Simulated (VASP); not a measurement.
**AlNi: single point with PBE**

The system is AlNi.

```
Al Ni
1.0
     0.00000   -2.89272    0.00000
     0.00000    0.00000   -2.89272
     8.97817    0.00000    0.00000
Al Ni
3 3
Direct
  0.00000 0.00000 0.72494
  0.00000 0.00000 0.08055
  0.00000 0.00000 0.40274
  0.50000 0.50000 0.88604
  0.50000 0.50000 0.24165
  0.50000 0.50000 0.56384
```

```yaml
Program: VASP 6.6.1
Task: single point
Functional: PBE
Potentials_or_basis: VASP PAW PBE potentials, release 64 (Al, Ni)
Cutoff: 520 eV
k_mesh: 15 × 15 × 5
Occupations: gaussian, width 0.15 eV
Spin: no spin polarisation
Dipole_correction: no
Further_INCAR_settings: ALGO = Fast; EDIFF = 1e-06; NBANDS = 28
```

```json
{
  "Pressure": "-3.9 GPa",
  "Largest force": "0.952 eV/Å",
  "Band gap on the k mesh": "zero (an odd number of electrons rules out a gap without spin polarisation)"
}
```

Forces in eV/Å, atoms in the order of the input:
```
Al   0.378  0.000  0.000
Al  -0.952  0.000  0.000
Al  -0.010  0.000  0.000
Ni   0.620  0.000  0.000
Ni  -0.037  0.000  0.000
Ni   0.001  0.000  0.000
```

Stress tensor (GPa, compression positive):
```
-4.94  0.00  0.00
 0.00 -3.38  0.00
 0.00  0.00 -3.38
```

Levels at points of the mesh, in eV from the Fermi level:
| k point | band 15 | band 16 | band 17 | band 18 | band 19 | band 20 | band 21 | band 22 | band 23 | band 24 |
| --- | --- | --- | --- | --- | --- | --- | --- | --- | --- | --- |
| (0.00, 0.00, 0.00) | -1.47 | -1.44 | -1.44 | -1.16 | -0.60 | -0.19 | 4.65 | 5.65 | 5.65 | 7.69 |

Wall time 2.7 min on 1 thread of Intel(R) Xeon(R) Platinum 8488C (Sapphire Rapids) (shared host), peak memory 0.32 GiB.

Caveat: the cell stands under tension. Spin polarisation is off, so any magnetic state and its effect on volume and gap are missing.
